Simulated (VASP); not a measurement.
Wanted: the native input for a VASP 6.6.1 run.

| Quantity | Value |
| --- | --- |
| Task | single point |
| Functional | PBE |
| Potentials or basis | VASP PAW PBE potentials, release 64 (Be) |
| Cutoff | 520 eV |
| k mesh | 8 × 8 × 8 |
| Occupations | gaussian, width 0.1 eV |
| Spin | no spin polarisation |
| Dipole correction | no |
| Further INCAR settings | ALGO = Normal; EDIFF = 1e-06; NBANDS = 13 |

The structure of Be lies in POSCAR:

```
Be
1.0
   -1.3413497800      1.3413497800      5.7016727200
    1.3413497800     -1.3413497800      5.7016727200
    1.3413497800      1.3413497800     -5.7016727200
Be
5
Direct
    0.8890520300      0.8890520300      0.0000000000
    0.1109479700      0.1109479700      0.0000000000
    0.5000000000      0.5000000000      0.0000000000
    0.3055556100      0.3055556100      0.0000000000
    0.6944443900      0.6944443900      0.0000000000
```

One way to write it, as run:

INCAR

```
SYSTEM = Be
  ALGO = Normal
  EDIFF = 1E-6
  ENCUT = 520
  GGA = PE
  ISIF = 2
  ISMEAR = 0
  LASPH = .True.
  LCHARG = .True.
  LELF = .True.
  LREAL = .False.
  LVHAR = .True.
  LWAVE = .False.
  NBANDS = 13
  NELM = 100
  PREC = Accurate
  SIGMA = 0.1
```

KPOINTS

```
k-points
0
Gamma
  8 8 8
  0 0 0
```

Potentials or basis: VASP PAW PBE potentials, release 64 (Be).

Run with:

```bash
$ cat potpaw_PBE.64/Be/POTCAR > POTCAR
$ mpirun -np 1 vasp_std > vasp.out
```

Results of the run:

```
Pressure               : -0.4 GPa
Largest force          : 1.445 eV/Å
Band gap on the k mesh : zero (bands 5 and 6 overlap by 3.56 eV)
```

Caveat: the stress differs along the axes, from -6 to 10 GPa; forces of over 1 eV/Å act on the atoms, so gaps and moduli don't describe the material at rest.

Wall time 52 s on 1 thread of Intel(R) Xeon(R) Platinum 8488C (Sapphire Rapids), on a shared host, peak memory 0.3 GiB.
